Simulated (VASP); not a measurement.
# TiAl27 in VASP: relaxation of the atoms with PBEsol

Aim: the relaxation of the atoms of TiAl27 with PBEsol.

Everything below comes from runs of VASP 6.6.1. Logs are shortened: lines on timing, memory, paths and dates and some standing lists are left out, and cuts for length are marked.

**1. The cell of the first run**

The cell holds a slab with vacuum, 28 atoms: a = 8.591 Å, b = 8.591 Å, c = 15.050 Å, α = 90.00°, β = 90.00°, γ = 90.00°.

**2. Relaxation of the atoms, PBEsol**

The input, INCAR:

```
PREC = Accurate ; ENCUT = 520
EDIFF = 1E-6 ; ISMEAR = -1
SIGMA = 0.1 ; LREAL = Auto
LASPH = T ; NELM = 100
ALGO = Normal ; ISIF = 2
LWAVE = F ; LCHARG = F
GGA = PS ; IBRION = 2
NSW = 45 ; EDIFFG = -0.08
```

The input, KPOINTS:

```
regular mesh
0
Gamma
  1 1 1
```

The input, POSCAR:

```
TiAl27
1.0
    8.5913470000      0.0000000000      0.0000000000
    0.0000000000      8.5913470000      0.0000000000
    0.0000000000      0.0000000000     15.0500000000
Al Ti
27 1
Selective dynamics
Direct
    0.0000000000      0.0000000000      0.0664452000  F F F
    0.3333333000      0.0000000000      0.0664452000  F F F
    0.6666667000      0.0000000000      0.0664452000  F F F
    0.0000000000      0.3333333000      0.0664452000  F F F
    0.3333333000      0.3333333000      0.0664452000  F F F
    0.6666667000      0.3333333000      0.0664452000  F F F
    0.0000000000      0.6666667000      0.0664452000  F F F
    0.3333333000      0.6666667000      0.0664452000  F F F
    0.6666667000      0.6666667000      0.0664452000  F F F
    0.1666667000      0.1666667000      0.2009967000  T T T
    0.5000000000      0.1666667000      0.2009967000  T T T
    0.8333333000      0.1666667000      0.2009967000  T T T
    0.1666667000      0.5000000000      0.2009967000  T T T
    0.5000000000      0.5000000000      0.2009967000  T T T
    0.8333333000      0.5000000000      0.2009967000  T T T
    0.1666667000      0.8333333000      0.2009967000  T T T
    0.5000000000      0.8333333000      0.2009967000  T T T
    0.8333333000      0.8333333000      0.2009967000  T T T
    0.0000000000      0.0000000000      0.3355482000  T T T
    0.3333333000      0.0000000000      0.3355482000  T T T
    0.6666667000      0.0000000000      0.3355482000  T T T
    0.0000000000      0.3333333000      0.3355482000  T T T
    0.3333333000      0.3333333000      0.3355482000  T T T
    0.6666667000      0.3333333000      0.3355482000  T T T
    0.0000000000      0.6666667000      0.3355482000  T T T
    0.3333333000      0.6666667000      0.3355482000  T T T
    0.6666667000      0.6666667000      0.3355482000  T T T
    0.8916908000      0.8828589000      0.5043189000  T T T
```

Potentials or basis: VASP PAW PBE potentials, release 64 (Al, Ti_sv).

Run with:

```sh
> cat potpaw_PBE.64/Al/POTCAR potpaw_PBE.64/Ti_sv/POTCAR > POTCAR
> mpirun -np 1 vasp_gam > vasp.out
```

OUTCAR:

```text
PREC = Accurate
   ENCUT = 520
   EDIFF = 1E-6
   ISMEAR = -1
   LREAL = Auto
   LASPH = T
   NELM = 100
   ISIF = 2
   GGA = PS
   IBRION = 2
   NSW = 45
   EDIFFG = -0.08

 ion  position               nearest neighbor table
   1  0.000  0.000  0.066-   2 2.86   3 2.86   4 2.86   7 2.86  10 2.86  12 2.86  16 2.86  18 2.86

   2  0.333  0.000  0.066-   1 2.86   5 2.86   8 2.86  10 2.86  16 2.86  11 2.86  17 2.86   3 2.86

   3  0.667  0.000  0.066-   1 2.86   6 2.86   9 2.86  12 2.86  18 2.86  17 2.86  11 2.86   2 2.86
[... 45 lines left out ...]
  26  0.333  0.667  0.336-  16 2.86  20 2.86  25 2.86  13 2.86  17 2.86  14 2.86  23 2.86  27 2.86

  27  0.667  0.667  0.336-  18 2.86  21 2.86  25 2.86  17 2.86  15 2.86  14 2.86  24 2.86  26 2.86

  28  0.892  0.883  0.504-  19 2.89

  LATTYP: Found a simple tetragonal cell.
 ALAT       =     8.5913470000
 C/A-ratio  =     1.7517625583

  Lattice vectors:

 A1 = (   8.5913470000,   0.0000000000,   0.0000000000)
 A2 = (   0.0000000000,   8.5913470000,   0.0000000000)
 A3 = (   0.0000000000,   0.0000000000,  15.0500000000)

Analysis of symmetry for initial positions (statically):
=====================================================================
 Subroutine PRICEL returns:
 Original cell was already a primitive cell.

 Routine SETGRP: Setting up the symmetry group for a
 simple tetragonal supercell.

 Subroutine GETGRP returns: Found  1 space group operations
 (whereof  1 operations were pure point group operations)
 out of a pool of 16 trial point group operations.

The static configuration has the point symmetry C_1 .

Analysis of symmetry for dynamics (positions and initial velocities):
=====================================================================
 Subroutine PRICEL returns:
 Original cell was already a primitive cell.

 Routine SETGRP: Setting up the symmetry group for a
 simple tetragonal supercell.

 Subroutine GETGRP returns: Found  1 space group operations
 (whereof  1 operations were pure point group operations)
 out of a pool of 16 trial point group operations.

The dynamic configuration has the point symmetry C_1 .

Analysis of constrained symmetry for selective dynamics:
=====================================================================
 Subroutine PRICEL returns:
 Original cell was already a primitive cell.

 Routine SETGRP: Setting up the symmetry group for a
 simple tetragonal supercell.

 Subroutine GETGRP returns: Found  1 space group operations
 (whereof  1 operations were pure point group operations)
 out of a pool of 16 trial point group operations.

The constrained configuration has the point symmetry C_1 .

 Subroutine INISYM returns: Found  1 space group operations
 (whereof  1 operations are pure point group operations),
 and found     1 'primitive' translations

----------------------------------------------------------------------------------------

                                     Primitive cell

  volume of cell :    1110.8592

  direct lattice vectors                    reciprocal lattice vectors
     8.591347000  0.000000000  0.000000000     0.116396183  0.000000000  0.000000000
     0.000000000  8.591347000  0.000000000     0.000000000  0.116396183  0.000000000
     0.000000000  0.000000000 15.050000000     0.000000000  0.000000000  0.066445183

  length of vectors
     8.591347000  8.591347000 15.050000000     0.116396183  0.116396183  0.066445183

  position of ions in fractional coordinates (direct lattice)
     0.000000000  0.000000000  0.066445200
     0.333333300  0.000000000  0.066445200
     0.666666700  0.000000000  0.066445200
     0.000000000  0.333333300  0.066445200
     0.333333300  0.333333300  0.066445200
     0.666666700  0.333333300  0.066445200
[... 20 lines left out ...]
     0.666666700  0.666666700  0.335548200
     0.891690800  0.882858900  0.504318900

  ion indices of the primitive-cell ions
   primitive index   ion index
                 1           1
                 2           2
                 3           3
                 4           4
                 5           5
                 6           6
[... 20 lines left out ...]
                27          27
                28          28

----------------------------------------------------------------------------------------

 KPOINTS: regular mesh

Automatic generation of k-mesh.
 Grid dimensions read from file:
 generate k-points for:    1    1    1

 Generating k-lattice:

  Cartesian coordinates                     Fractional coordinates (reciprocal lattice)
     0.116396183  0.000000000  0.000000000     1.000000000  0.000000000  0.000000000
     0.000000000  0.116396183  0.000000000     0.000000000  1.000000000  0.000000000
     0.000000000  0.000000000  0.066445183     0.000000000  0.000000000  1.000000000

  Length of vectors
     0.116396183  0.116396183  0.066445183

  Shift w.r.t. Gamma in fractional coordinates (k-lattice)
     0.000000000  0.000000000  0.000000000

 Subroutine IBZKPT returns following result:
 ===========================================

 Found      1 irreducible k-points:

 Following reciprocal coordinates:
            Coordinates               Weight
  0.000000  0.000000  0.000000      1.000000
   k-points           NKPTS =      1   k-points in BZ     NKDIM =      1   number of bands    NBANDS=     61
   number of dos      NEDOS =    301   number of ions     NIONS =     28
   total plane-waves  NPLWV = 458752
   dimension x,y,z NGX =    64 NGY =   64 NGZ =  112
   dimension x,y,z NGXF=   128 NGYF=  128 NGZF=  224
   ions per type =              27   1
   NGX,Y,Z   is equivalent  to a cutoff of  12.38, 12.38, 12.37 a.u.
   NGXF,Y,Z  is equivalent  to a cutoff of  24.77, 24.77, 24.74 a.u.
 SYSTEM =  unknown system
   PREC   = accura    normal or accurate (medium, high low for compatibility)
   ISTART =      0    job   : 0-new  1-cont  2-samecut
   ICHARG =      2    charge: 1-file 2-atom 10-const
   ISPIN  =      1    spin polarized calculation?
   LNONCOLLINEAR =      F non collinear calculations
   LSORBIT =      F    spin-orbit coupling
   LASPH  =      T    aspherical Exc in radial PAW
   ENCUT  =  520.0 eV  38.22 Ry    6.18 a.u.  15.97 15.97 27.98*2*pi/ulx,y,z
   NELM   =    100;   NELMIN=  2; NELMDL= -5     # of ELM steps
   EDIFF  = 0.1E-05   stopping-criterion for ELM
   LREAL  =      T    real-space projection
   EDIFFG = -.8E-01   stopping-criterion for IOM
   NSW    =     45    number of steps for IOM
   IBRION =      2    ionic relax: 0-MD 1-quasi-New 2-CG
   NFREE  =      1    steps in history (QN), initial steepest desc. (CG)
   ISIF   =      2    stress and relaxation
   ISYM   =      2    0-nonsym 1-usesym 2-fastsym
   POTIM  = 0.5000    time-step for ionic-motion
   TEBEG  =    0.0;   TEEND  =   0.0 temperature during run
   PSTRESS=    0.0 pullay stress
   NELECT =      93.0000    total number of electrons
   NUPDOWN=      -1.0000    fix difference up-down
   EMIN   =  10.00;   EMAX   =-10.00  energy-range for DOS
   EFERMI =   0.00;   METHOD = LEGACY
   ISMEAR =    -1;   SIGMA  =   0.10  broadening in eV -4-tet -1-fermi 0-gaus
   EFERMI_NEDOS =   21; number of points for ismear=-14 and -15
   IALGO  =     38    algorithm
   IMIX   =      4    mixing-type and parameters
     AMIX     =   0.40;   BMIX     =  1.00
     AMIX_MAG =   1.60;   BMIX_MAG =  1.00
  volume/ion in A,a.u.               =      39.67       267.73
  Fermi-wavevector in a.u.,A,eV,Ry     =   0.716170  1.353365  6.978421  0.512900
  Thomas-Fermi vector in A             =   1.804521
   LORBIT       =      0    0 simple, 1 ext, 2 COOP (PROOUT), +10 PAW based schemes
   GGA     = PS    functional components
   LHFCALC =     F    Hartree Fock is set to
   AEXX    =    0.0000 exact exchange contribution
   IVDW    =     0    specifies the selected vdW correction
   LEPSILON=     F    determine dielectric tensor
   LRPA    =     F    only Hartree local field effects (RPA)
 conjugate gradient relaxation of ions
 non-spin polarized calculation
  energy-cutoff  :      520.00
  volume of cell :     1110.86
 maximum number of plane-waves:     14948
 NGX is ok and might be reduce to    64
   NGX = 31   NGY = 31   NGZ = 55

--------------------------------------- Ionic step        1  -------------------------------------------

 number of electron      92.9999999 magnetization

 Free energy of the ion-electron system (eV)
  ---------------------------------------------------
  ext. energy  EPLUGINS =         0.00000000
  ---------------------------------------------------
  free energy    TOTEN  =       -98.65747931 eV

  energy without entropy =      -97.76686099  energy(sigma->0) =      -98.21217015

------------------------ aborting loop because EDIFF is reached ----------------------------------------

  FORCE on cell =-STRESS in cart. coord.  units (eV):
  Direction    XX          YY          ZZ          XY          YZ          ZX
  --------------------------------------------------------------------------------------
  -------------------------------------------------------------------------------------
  Total      -14.7893744    -14.8716514    -11.0472570      0.0936518     -0.4567341     -0.4803912
  in kB      -21.3305162    -21.4491832    -15.9333105      0.1350727     -0.6587415     -0.6928618
  external PRESSURE =     -19.5710033 kB  Pullay stress =       0.0000000 kB
[... 167 lines left out ...]
  FREE ENERGIE OF THE ION-ELECTRON SYSTEM (eV)
  ---------------------------------------------------
  free  energy   TOTEN  =       -99.7715473740 eV

  energy  without entropy=      -98.9377165386  energy(sigma->0) =      -99.35463196

[... ionic steps 4 to 31 ...]

--------------------------------------- Ionic step       32  -------------------------------------------

 number of electron      92.9999999 magnetization

------------------------ aborting loop because EDIFF is reached ----------------------------------------
[... 119 lines left out ...]
--------------------------------------- Ionic step       34  -------------------------------------------

 number of electron      92.9999999 magnetization

 Free energy of the ion-electron system (eV)
  ---------------------------------------------------
  ext. energy  EPLUGINS =         0.00000000
  ---------------------------------------------------
  free energy    TOTEN  =      -101.87810764 eV

  energy without entropy =     -101.31031827  energy(sigma->0) =     -101.59421296

 E-fermi :   0.9093     XC(G=0):  -5.3188

 val. band max:        0.8957905702   @ k =   0.0000   0.0000   0.0000
 cond. band min:       0.9240370255   @ k =   0.0000   0.0000   0.0000
 fundamental gap:      0.0282464553
 Fermi energy:         0.9092935561

 k-point     1 :       0.0000    0.0000    0.0000
  band No.  band energies     occupation
      1     -55.8096      2.00000
      2     -32.3736      2.00000
      3     -32.1462      2.00000
      4     -32.1457      2.00000
      5      -9.6658      2.00000
      6      -7.7211      2.00000
[... 50 lines left out ...]
     57       1.8056      0.00026
     58       1.9330      0.00007
 [bands above 58 left out]

------------------------ aborting loop because EDIFF is reached ----------------------------------------

  FORCE on cell =-STRESS in cart. coord.  units (eV):
  Direction    XX          YY          ZZ          XY          YZ          ZX
  --------------------------------------------------------------------------------------
  -------------------------------------------------------------------------------------
  Total       22.9631516     22.9578512     -0.1204533     -0.0658425      0.0099732      0.0450170
  in kB       33.1194453     33.1118006     -0.1737282     -0.0949637      0.0143842      0.0649274
  external PRESSURE =      22.0191726 kB  Pullay stress =       0.0000000 kB
[... 43 lines left out ...]
  FREE ENERGIE OF THE ION-ELECTRON SYSTEM (eV)
  ---------------------------------------------------
  free  energy   TOTEN  =      -101.8781076440 eV

  energy  without entropy=     -101.3103182665  energy(sigma->0) =     -101.59421296

 reached required accuracy - stopping structural energy minimisation
```

Wall time 1.7 h (1 thread of Intel Xeon 8259CL, shared host); peak memory 0.94 GiB.

What came out:

| Item | Value |
| --- | --- |
| Free energy | -101.8781 eV |
| Energy gained by relaxing | 115.0 meV/atom |
| Ionic steps | 34 |
| Band gap on the k mesh | zero (an odd number of electrons rules out a gap without spin polarisation) |

The path:
| step | energy change (eV) | largest force on free atoms (eV/Å) | pressure (GPa) |
| --- | --- | --- | --- |
| 1 | 0.0000 | 2.4917 | -1.96 |
| 2 | -0.3513 | 2.4529 | -1.97 |
| 3 | -1.1141 | 1.6408 | -1.76 |
| 4 | -1.1039 | 3.0046 | -1.51 |
| 5 | -1.1464 | 2.0543 | -1.66 |
| 6 | -1.4244 | 1.7164 | -1.59 |
| 7 | -1.6832 | 1.3875 | -1.32 |
| 8 | -1.9058 | 0.8525 | -1.39 |
| 9 | -1.9709 | 0.7842 | -1.39 |
| 10 | -2.0823 | 0.7192 | -1.34 |
| 11 | -2.1962 | 0.7785 | -1.10 |
| 12 | -2.3190 | 0.6048 | -0.92 |
| 13 | -2.4115 | 1.3151 | -0.53 |
| 14 | -2.5162 | 1.0019 | -0.37 |
| 15 | -2.6186 | 0.6711 | 0.04 |
| 16 | -2.6854 | 0.4213 | 0.09 |
| 17 | -2.7236 | 0.5833 | 0.20 |
| 18 | -2.7773 | 0.3675 | 0.28 |
| 19 | -2.8140 | 0.3993 | 0.46 |
| 20 | -2.8652 | 0.2721 | 0.57 |
| 21 | -2.9103 | 0.4216 | 0.78 |
| 22 | -2.9620 | 0.2330 | 0.89 |
| 23 | -2.9894 | 0.5085 | 1.07 |
| 24 | -3.0289 | 0.3840 | 1.19 |
| 25 | -3.0716 | 0.4059 | 1.49 |
| 26 | -3.1399 | 0.2765 | 1.66 |
| 27 | -3.1500 | 0.4043 | 1.76 |
| 28 | -3.1839 | 0.1880 | 1.91 |
| 29 | -3.1864 | 0.2127 | 1.97 |
| 30 | -3.2053 | 0.1577 | 2.06 |
| 31 | -3.2074 | 0.1504 | 2.11 |
| 32 | -3.2153 | 0.1097 | 2.17 |
| 33 | -3.2153 | 0.1268 | 2.17 |
| 34 | -3.2206 | 0.0727 | 2.20 |

Final structure:
```xyz
28
Lattice="8.5913 0.0000 0.0000 0.0000 8.5913 0.0000 0.0000 0.0000 15.0500" Properties=species:S:1:pos:R:3 pbc="T T T"
Al    0.0000    0.0000    1.0000
Al    2.8638    0.0000    1.0000
Al    5.7276    0.0000    1.0000
Al    0.0000    2.8638    1.0000
Al    2.8638    2.8638    1.0000
Al    5.7276    2.8638    1.0000
Al    0.0000    5.7276    1.0000
Al    2.8638    5.7276    1.0000
Al    5.7276    5.7276    1.0000
Al    1.4234    1.4246    2.7369
Al    4.3001    1.4237    2.7302
Al    7.1616    1.4140    2.7289
Al    1.4227    4.3005    2.7309
Al    4.3005    4.3015    2.7336
Al    7.1578    4.3111    2.7242
Al    1.4124    7.1610    2.7291
Al    4.3101    7.1567    2.7234
Al    7.1613    7.1608    2.8437
Al    0.0678    0.0685    4.4997
Al    2.8597    8.5553    4.4863
Al    5.6586    0.0638    4.4873
Al    8.5548    2.8610    4.4896
Al    2.8667    2.8670    4.4445
Al    5.7566    2.8623    4.4812
Al    0.0628    5.6595    4.4922
Al    2.8611    5.7571    4.4826
Al    5.6624    5.6633    4.4747
Ti    7.1556    7.1587    5.9386
```

Levels at points of the mesh, in eV from the Fermi level:
| k point | band 44 | band 45 | band 46 | band 47 | band 48 | band 49 | band 50 | band 51 |
| --- | --- | --- | --- | --- | --- | --- | --- | --- |
| (0.00, 0.00, 0.00) | -0.42 | -0.36 | -0.02 | -0.01 | 0.01 | 0.35 | 0.44 | 0.44 |

Caveat: the k points lie up to 0.73 Å⁻¹ apart, too coarse for converged energies and pressures of a metal; there is no dipole correction, which matters where the two faces differ; the PAW data sets were made with another functional, which shifts forces and pressure a little.

The gap in the log of VASP goes by the Fermi energy; the results here count the filled bands.